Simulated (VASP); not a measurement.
Input of a VASP 6.6.1 run:

The input INCAR:

```
PREC = Accurate
ENCUT = 600
EDIFF = 1E-6
ISMEAR = 0
SIGMA = 0.02
LREAL = F
LASPH = T
NELM = 100
ALGO = Normal
ISIF = 3
LWAVE = F
LCHARG = F
GGA = PE
IBRION = 2
NSW = 100
EDIFFG = -0.01
```

Contents of KPOINTS:

```
Automatic mesh
0
Gamma
  18 18 6
```

The input POSCAR:

```
C
1.0
    0.6396283620     -3.9092636271      0.0000000000
    0.6396283620      3.9092636271      0.0000000000
    0.0000000000      0.0000000000      4.0342024293
C
1
Direct
    0.0000000000      0.0000000000      0.0000000000
```

Potentials or basis: VASP PAW PBE potentials, release 64 (C).

Run with:

```console
$ cat potpaw_PBE.64/C/POTCAR > POTCAR
$ mpirun -np 1 vasp_std > vasp.out
```

(1) What does it give for the space group after relaxing (to 0.05 Å)?

(2) Predict the relaxed cell.

(3) What does it give for the relaxed volume?

(4) Estimate the band gap on the k mesh.

## Answers

(1) Cmmm (No. 65).

(2) a = 4.218 Å, b = 4.218 Å, c = 4.137 Å, α = 90.00°, β = 90.00°, γ = 162.53°.

(3) 22.09 Å³/atom.

(4) zero (band 2 reaches 7.62 eV, above the bottom of band 3 at -7.05 eV).
